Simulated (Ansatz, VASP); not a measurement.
# One calculation of BN, two programs

```xyz
2
Lattice="0.0000 1.7754 1.7754 1.7754 0.0000 1.7754 1.7754 1.7754 0.0000" Properties=species:S:1:pos:R:3 pbc="T T T"
B     0.0000    0.0000    0.0000
N     0.8877    0.8877    0.8877
```

Alike in both runs: task single point; functional PBE; k mesh 12 × 12 × 12; occupations gaussian, width 0.02 eV; no spin polarisation.

```csv
,VASP,Ansatz
version,VASP 6.6.1,Ansatz 0.2.0
potentials or method,"VASP PAW PBE potentials, release 64 (B, N), cutoff 600 eV","scalar-relativistic, plane waves, PAW"
valence electrons in the cell,8,8
```

|  | VASP | Ansatz | Ansatz less VASP |
| --- | --- | --- | --- |
| gap on the k mesh at the Fermi level (eV) | 4.51 | 4.53 | +0.014 |
| least direct gap on the mesh (eV) | 9.08 | 9.09 | +0.013 |
| pressure (GPa) | 25.9 | 25.8 | -0.09 |
